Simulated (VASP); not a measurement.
# TaN in VASP: notebook

Aim: see how the results for TaN move with the level of theory and the settings. Levels: revPBE, PBEsol. Tasks: relaxation of cell and atoms, single point.

Everything below comes from runs of VASP 6.6.1. Logs are shortened: lines on timing, memory, paths and dates and some standing lists are left out, and cuts for length are marked.

## Step 1: The cell of the first run

The typed cell holds 2 atoms: a = 2.982 Å, b = 2.932 Å, c = 2.864 Å, α = 90.24°, β = 89.19°, γ = 120.60°.

## Step 2: Relaxation of cell and atoms, revPBE (the cell strained at random)

Contents of INCAR:

```
  ALGO = Normal
  EDIFF = 1E-6
  EDIFFG = -0.01
  ENCUT = 600
  GGA = RE
  IBRION = 2
  ISIF = 3
  ISMEAR = 0
  LASPH = T
  LCHARG = F
  LREAL = F
  LWAVE = F
  NELM = 60
  NSW = 60
  PREC = Accurate
  SIGMA = 0.05
```

Contents of KPOINTS:

```
k-points
0
Gamma
  8 8 7
```

Contents of POSCAR:

```
TaN
1.0
    2.9814390000     -0.0010170000      0.0209360000
   -1.4916000000      2.5243930000     -0.0059690000
    0.0205440000      0.0050980000      2.8642220000
Ta N
1 1
Direct
    0.0000000000      0.0000000000      0.5000000000
    0.6666666667      0.3333333333      0.0000000000
```

Potentials or basis: VASP PAW PBE potentials, release 64 (Ta_pv, N).

On the command line:

```bash
$ cat potpaw_PBE.64/Ta_pv/POTCAR potpaw_PBE.64/N/POTCAR > POTCAR
$ mpirun -np 1 vasp_std > vasp.out
```

OUTCAR:

```text
EDIFF = 1E-6
   EDIFFG = -0.01
   ENCUT = 600
   GGA = RE
   IBRION = 2
   ISIF = 3
   ISMEAR = 0
   LASPH = T
   LREAL = F
   NELM = 60
   NSW = 60
   PREC = Accurate

 ion  position               nearest neighbor table
   1  0.000  0.000  0.500-   2 2.21   2 2.21   2 2.22   2 2.22   2 2.24   2 2.25
   2  0.667  0.333  0.000-   1 2.21   1 2.21   1 2.22   1 2.22   1 2.24   1 2.25

  LATTYP: Found a triclinic cell.
 ALAT       =     2.9815126800
 B/A-ratio  =     0.9834416065
 C/A-ratio  =     0.9606869132
 COS(alpha) =     0.0041519857
 COS(beta)  =     0.0141933954
 COS(gamma) =     0.5090017142

  Lattice vectors:

 A1 = (  -2.9814390000,   0.0010170000,  -0.0209360000)
 A2 = (  -1.4916000000,   2.5243930000,  -0.0059690000)
 A3 = (  -0.0205440000,  -0.0050980000,  -2.8642220000)

Analysis of symmetry for initial positions (statically):
=====================================================================
 Subroutine PRICEL returns:
 Original cell was already a primitive cell.

 Routine SETGRP: Setting up the symmetry group for a
 triclinic supercell.

 Subroutine GETGRP returns: Found  1 space group operations
 (whereof  1 operations were pure point group operations)
 out of a pool of  2 trial point group operations.

The static configuration has the point symmetry C_1 .

Analysis of symmetry for dynamics (positions and initial velocities):
=====================================================================
 Subroutine PRICEL returns:
 Original cell was already a primitive cell.

 Routine SETGRP: Setting up the symmetry group for a
 triclinic supercell.

 Subroutine GETGRP returns: Found  1 space group operations
 (whereof  1 operations were pure point group operations)
 out of a pool of  2 trial point group operations.

The dynamic configuration has the point symmetry C_1 .

 Subroutine INISYM returns: Found  1 space group operations
 (whereof  1 operations are pure point group operations),
 and found     1 'primitive' translations

----------------------------------------------------------------------------------------

                                     Primitive cell

  volume of cell :      21.5516

  direct lattice vectors                    reciprocal lattice vectors
     2.981439000 -0.001017000  0.020936000     0.335495499  0.198229284 -0.002759211
    -1.491600000  2.524393000 -0.005969000     0.000140113  0.396215952 -0.000706226
     0.020544000  0.005098000  2.864222000    -0.002452009 -0.000623246  0.349153645

  length of vectors
     2.981512680  2.932143620  2.864300213     0.389691792  0.396216606  0.349162811

  position of ions in fractional coordinates (direct lattice)
     0.000000000  0.000000000  0.500000000
     0.666666667  0.333333333  1.000000000

  ion indices of the primitive-cell ions
   primitive index   ion index
                 1           1
                 2           2

----------------------------------------------------------------------------------------

 KPOINTS: k-points

Automatic generation of k-mesh.
 Grid dimensions read from file:
 generate k-points for:    8    8    7

 Generating k-lattice:

  Cartesian coordinates                     Fractional coordinates (reciprocal lattice)
     0.041936937  0.024778661 -0.000344901     0.125000000 -0.000000000  0.000000000
     0.000017514  0.049526994 -0.000088278    -0.000000000  0.125000000  0.000000000
    -0.000350287 -0.000089035  0.049879092     0.000000000  0.000000000  0.142857143

  Length of vectors
     0.048711474  0.049527076  0.049880402

  Shift w.r.t. Gamma in fractional coordinates (k-lattice)
     0.000000000  0.000000000  0.000000000

 Subroutine IBZKPT returns following result:
 ===========================================

 Found    226 irreducible k-points:

 Following reciprocal coordinates:
            Coordinates               Weight
  0.000000  0.000000  0.000000      1.000000
  0.125000  0.000000 -0.000000      2.000000
  0.250000  0.000000 -0.000000      2.000000
  0.375000  0.000000 -0.000000      2.000000
  0.500000  0.000000 -0.000000      1.000000
 -0.000000  0.125000  0.000000      2.000000
[... 16 lines left out ...]
  0.125000  0.375000  0.000000      2.000000
  0.250000  0.375000 -0.000000      2.000000
 [... further k-points ...]
   k-points           NKPTS =    226   k-points in BZ     NKDIM =    226   number of bands    NBANDS=     12
   number of dos      NEDOS =    301   number of ions     NIONS =      2
   total plane-waves  NPLWV =  13824
   dimension x,y,z NGX =    24 NGY =   24 NGZ =   24
   dimension x,y,z NGXF=    48 NGYF=   48 NGZF=   48
   ions per type =               1   1
   NGX,Y,Z   is equivalent  to a cutoff of  13.38, 13.61, 13.93 a.u.
   NGXF,Y,Z  is equivalent  to a cutoff of  26.76, 27.21, 27.86 a.u.
 SYSTEM =  unknown system
   PREC   = accura    normal or accurate (medium, high low for compatibility)
   ISTART =      0    job   : 0-new  1-cont  2-samecut
   ICHARG =      2    charge: 1-file 2-atom 10-const
   ISPIN  =      1    spin polarized calculation?
   LNONCOLLINEAR =      F non collinear calculations
   LSORBIT =      F    spin-orbit coupling
   LASPH  =      T    aspherical Exc in radial PAW
   ENCUT  =  600.0 eV  44.10 Ry    6.64 a.u.   5.95  5.86  5.72*2*pi/ulx,y,z
   NELM   =     60;   NELMIN=  2; NELMDL= -5     # of ELM steps
   EDIFF  = 0.1E-05   stopping-criterion for ELM
   LREAL  =      F    real-space projection
   EDIFFG = -.1E-01   stopping-criterion for IOM
   NSW    =     60    number of steps for IOM
   IBRION =      2    ionic relax: 0-MD 1-quasi-New 2-CG
   NFREE  =      1    steps in history (QN), initial steepest desc. (CG)
   ISIF   =      3    stress and relaxation
   ISYM   =      2    0-nonsym 1-usesym 2-fastsym
   POTIM  = 0.5000    time-step for ionic-motion
   TEBEG  =    0.0;   TEEND  =   0.0 temperature during run
   PSTRESS=    0.0 pullay stress
   NELECT =      16.0000    total number of electrons
   NUPDOWN=      -1.0000    fix difference up-down
   EMIN   =  10.00;   EMAX   =-10.00  energy-range for DOS
   EFERMI =   0.00;   METHOD = LEGACY
   ISMEAR =     0;   SIGMA  =   0.05  broadening in eV -4-tet -1-fermi 0-gaus
   EFERMI_NEDOS =   21; number of points for ismear=-14 and -15
   IALGO  =     38    algorithm
   IMIX   =      4    mixing-type and parameters
     AMIX     =   0.40;   BMIX     =  1.00
     AMIX_MAG =   1.60;   BMIX_MAG =  1.00
  volume/ion in A,a.u.               =      10.78        72.72
  Fermi-wavevector in a.u.,A,eV,Ry     =   1.482365  2.801264 29.897535  2.197407
  Thomas-Fermi vector in A             =   2.596160
   LORBIT       =      0    0 simple, 1 ext, 2 COOP (PROOUT), +10 PAW based schemes
   GGA     = RE    functional components
   LHFCALC =     F    Hartree Fock is set to
   AEXX    =    0.0000 exact exchange contribution
   IVDW    =     0    specifies the selected vdW correction
   LEPSILON=     F    determine dielectric tensor
   LRPA    =     F    only Hartree local field effects (RPA)
 conjugate gradient relaxation of ions
 non-spin polarized calculation
 Gauss-broadening in eV      SIGMA  =   0.05
  energy-cutoff  :      600.00
  volume of cell :       21.55
 maximum number of plane-waves:       731
   NGX = 11   NGY = 11   NGZ = 11

--------------------------------------- Ionic step        1  -------------------------------------------

 number of electron      15.9999999 magnetization

 Free energy of the ion-electron system (eV)
  ---------------------------------------------------
  ext. energy  EPLUGINS =         0.00000000
  ---------------------------------------------------
  free energy    TOTEN  =       -21.56683058 eV

  energy without entropy =      -21.56661692  energy(sigma->0) =      -21.56672375

------------------------ aborting loop because EDIFF is reached ----------------------------------------

  FORCE on cell =-STRESS in cart. coord.  units (eV):
  Direction    XX          YY          ZZ          XY          YZ          ZX
  --------------------------------------------------------------------------------------
  -------------------------------------------------------------------------------------
  Total        0.1438513      1.6492071      1.9263038      0.0265290     -0.1227393     -0.4602219
  in kB       10.6941332    122.6046670    143.2044748      1.9722090     -9.1246329    -34.2136239
  external PRESSURE =      92.1677584 kB  Pullay stress =       0.0000000 kB
[... 273 lines left out ...]
  energy  without entropy=      -21.5979661153  energy(sigma->0) =      -21.59796652

--------------------------------------- Ionic step        9  -------------------------------------------

 number of electron      16.0000001 magnetization

 Free energy of the ion-electron system (eV)
  ---------------------------------------------------
  ext. energy  EPLUGINS =         0.00000000
  ---------------------------------------------------
  free energy    TOTEN  =       -21.59797390 eV

  energy without entropy =      -21.59797296  energy(sigma->0) =      -21.59797343

 E-fermi :   8.1640     XC(G=0): -13.1585

 val. band max:        8.0412020427   @ k =   0.0000   0.0000   0.4286
 cond. band min:       8.2824232465   @ k =  -0.0000   0.0000   0.2857
 fundamental gap:      0.2412212038
 Fermi energy:         8.1639912258

 k-point     1 :       0.0000    0.0000    0.0000
  band No.  band energies     occupation
      1     -26.8822      2.00000
      2     -26.6244      2.00000
      3     -26.6237      2.00000
      4      -9.5719      2.00000
      5       3.6163      2.00000
      6       3.6204      2.00000
      7       3.9735      2.00000
      8       5.1678      2.00000
      9      10.0837      0.00000
     10      11.5473      0.00000
     11      11.5475      0.00000
     12      11.9450      0.00000
[... 331 lines left out ...]
 k-point    24 :       0.2500    0.3750   -0.0000
  band No.  band energies     occupation
      1     -27.4014      2.00000
      2     -27.1341      2.00000
      3     -26.7398      2.00000
      4      -7.1074      2.00000
      5       0.5055      2.00000
      6       2.7202      2.00000
      7       3.0349      2.00000
      8       7.5270      2.00000
      9       9.3057      0.00000
     10       9.9849      0.00000
     11      10.9387      0.00000
     12      15.1757      0.00000

 [... further k-points ...]

------------------------ aborting loop because EDIFF is reached ----------------------------------------

  FORCE on cell =-STRESS in cart. coord.  units (eV):
  Direction    XX          YY          ZZ          XY          YZ          ZX
  --------------------------------------------------------------------------------------
  -------------------------------------------------------------------------------------
  Total        0.0136307     -0.0046817      0.0074468     -0.0003391      0.0011177      0.0037247
  in kB        0.9882301     -0.3394274      0.5398936     -0.0245871      0.0810326      0.2700439
  external PRESSURE =       0.3962321 kB  Pullay stress =       0.0000000 kB
[... 17 lines left out ...]
  FREE ENERGIE OF THE ION-ELECTRON SYSTEM (eV)
  ---------------------------------------------------
  free  energy   TOTEN  =       -21.5979739049 eV

  energy  without entropy=      -21.5979729619  energy(sigma->0) =      -21.59797343

 reached required accuracy - stopping structural energy minimisation
```

Run time: 2.5 min. Hardware: 1 thread of Intel Xeon Platinum 8375C at 2.90GHz (Ice Lake), shared host; peak memory 0.21 GiB.

What came out:

- Free energy: -21.5980 eV
- Relaxed volume: 11.05 Å³/atom
- Relaxed cell: a = 2.962 Å, b = 2.962 Å, c = 2.908 Å, α = 90.00°, β = 90.01°, γ = 119.99°
- Space group after relaxing (to 0.1 Å): P-6m2 (No. 187)
- Energy gained by relaxing: 15.6 meV/atom
- Ionic steps: 9
- Pressure after relaxing: 0.0 GPa
- Largest force after relaxing: 0.005 eV/Å
- Band gap on the k mesh: zero (bands 8 and 9 overlap by 0.24 eV)

Forces on the atoms (eV/Å):
```
Ta   0.000 -0.005  0.000
N    0.000  0.005  0.000
```

Step by step:
| step | energy change (eV) | largest force (eV/Å) | pressure (GPa) | volume (Å³) |
| --- | --- | --- | --- | --- |
| 1 | 0.0000 | 0.0472 | 9.22 | 21.55 |
| 2 | 0.0640 | 0.0289 | -18.05 | 23.53 |
| 3 | -0.0279 | 0.0128 | -1.83 | 22.23 |
| 4 | -0.0279 | 0.0120 | -1.61 | 22.22 |
| 5 | -0.0298 | 0.0180 | 1.02 | 22.03 |
| 6 | -0.0311 | 0.0155 | -0.01 | 22.10 |
| 7 | -0.0311 | 0.0156 | 0.03 | 22.10 |
| 8 | -0.0311 | 0.0005 | 0.04 | 22.10 |
| 9 | -0.0311 | 0.0052 | 0.04 | 22.10 |

Final structure:
```
Ta N
1.0
     2.96175    0.00001   -0.00013
    -1.48086    2.56565    0.00003
    -0.00022   -0.00006    2.90819
Ta N
1 1
Cartesian
  -0.0001 0.0002 1.4541
  1.4809 0.8550 -0.0001
```

Levels at points of the mesh, in eV from the Fermi level:
| k point | band 6 | band 7 | band 8 | band 9 | band 10 | band 11 |
| --- | --- | --- | --- | --- | --- | --- |
| (0.00, 0.00, 0.00) | -4.54 | -4.19 | -3.00 | 1.92 | 3.38 | 3.38 |
| (0.50, 0.00, 0.00) | -5.16 | -3.47 | -3.23 | 2.83 | 3.79 | 5.00 |
| (0.00, 0.50, 0.00) | -5.16 | -3.47 | -3.23 | 2.84 | 3.79 | 4.99 |
| (0.50, 0.50, 0.00) | -5.16 | -3.47 | -3.23 | 2.83 | 3.79 | 5.00 |

Caveat: the cell differs from its parent crystal (the cell strained at random); the PAW data sets were made with another functional, which shifts forces and pressure a little; spin-orbit coupling is left out, which moves the levels of the heavy elements.

## Step 3: Single point, PBEsol, non-collinear spin, zero start, spin-orbit coupling

This run uses another cell than the first one, of 11.64 Å³/atom.

Contents of INCAR:

```
SYSTEM = TaN
ALGO = Normal ; EDIFF = 1E-6
ENCUT = 520 ; GGA = PS
GGA_COMPAT = .False. ; ISIF = 2
ISMEAR = -4 ; LASPH = .True.
LCHARG = .True. ; LMAXMIX = 4
LNONCOLLINEAR = .True. ; LORBIT = 11
LORBMOM = .True. ; LREAL = .False.
LSORBIT = .True. ; LVHAR = .True.
LWAVE = .False. ; MAGMOM = 0 0 0 0 0 0
NBANDS = 28 ; NELM = 150
PREC = Accurate ; SIGMA = 0.05
```

Contents of KPOINTS:

```
k-points
0
Gamma
  12 12 11
  0 0 0
```

Contents of POSCAR:

```
TaN
1.0
    3.0143455988      0.0000000000      0.0000000000
   -1.5071727994      2.6104998643      0.0000000000
    0.0000000000      0.0000000000      2.9579163926
Ta N
1 1
Direct
    0.0000000000      0.0000000000      0.5000000000
    0.6666666667      0.3333333333      0.0000000000
```

Potentials or basis: VASP PAW PBE potentials, release 64 (Ta_pv, N).

On the command line:

```bash
$ cat potpaw_PBE.64/Ta_pv/POTCAR potpaw_PBE.64/N/POTCAR > POTCAR
$ mpirun -np 1 vasp_ncl > vasp.out
```

It took 2.9 min on 1 thread of Intel Xeon Platinum 8375C at 2.90GHz (Ice Lake), shared host; peak memory 0.34 GiB.

It converged, with:

- Free energy: -24.3044 eV
- Pressure: -26.2 GPa
- Net moment: 0.00 μB per cell
- Valence electrons inside the program's atomic spheres: Ta 8.84; N 3.65

Stress tensor (GPa, compression positive):
```
-25.28   0.00   0.00
  0.00 -25.28   0.00
  0.00   0.00 -28.07
```

Moments on the atoms (μB; x, y, z):
```
Ta  0.00 0.00 0.00
N   0.00 0.00 0.00
```

Caveat: the cell stands under tension; the PAW data sets were made with another functional, which shifts forces and pressure a little.

The gap in the log of VASP goes by the Fermi energy; the results here count the filled bands.